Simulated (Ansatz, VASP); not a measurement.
## CdO in VASP and in Ansatz

The input INCAR:

```
PREC = Accurate
ENCUT = 700
EDIFF = 1E-6
ISMEAR = -1
SIGMA = 0.02
LREAL = False
LASPH = True
NELM = 120
ALGO = Normal
ISIF = 2
LWAVE = False
LCHARG = False
NBANDS = 20
GGA_COMPAT = False
```

Contents of KPOINTS:

```
Automatic mesh
0
Gamma
  6 6 6
```

File POSCAR:

```
CdO
1.0
    0.0000000000      2.3530040401      2.3530040401
    2.3530040401      0.0000000000      2.3530040401
    2.3530040401      2.3530040401      0.0000000000
Cd O
1 1
Direct
    0.0000000000      0.0000000000      0.0000000000
    0.5000000000      0.5000000000      0.5000000000
```

Input for Ansatz:

```yaml
crystal:
  lattice:
    - [0.0, 2.3530040401, 2.3530040401]
    - [2.3530040401, 0.0, 2.3530040401]
    - [2.3530040401, 2.3530040401, 0.0]
  atoms:
    - { symbol: Cd, position: [0.0, 0.0, 0.0] }
    - { symbol: O, position: [0.5, 0.5, 0.5] }
kpoints:
  mp_grid: { grid: [6, 6, 6] }
hamiltonian:
  xc: lda
scf:
  occupations: { method: fermi_dirac, width: 0.02 }
  n_extra_bands: 4
output:
  forces: true
  stress: true
  eigenvalues: true
```

Alike in both runs: task single point; functional LDA; k mesh 6 × 6 × 6; occupations fermi-dirac, width 0.02 eV; no spin polarisation.

|  | VASP | Ansatz |
| --- | --- | --- |
| version | VASP 6.6.1 | Ansatz 0.2.0 |
| potentials or method | VASP PAW LDA potentials, release 64 (Cd_sv_GW, O) | plane waves |
| plane-wave cutoff (eV) | 700 | 420 |
| valence electrons in the cell | 26 | 26 |

```csv
,VASP,Ansatz,Ansatz less VASP
pressure (GPa),-6.5,-6.7,-0.13
```

LDA's correlation is that of Perdew and Zunger in VASP and of Perdew and Wang (1992) in Ansatz.

The k mesh is coarse, so the values compare programs but aren't converged.
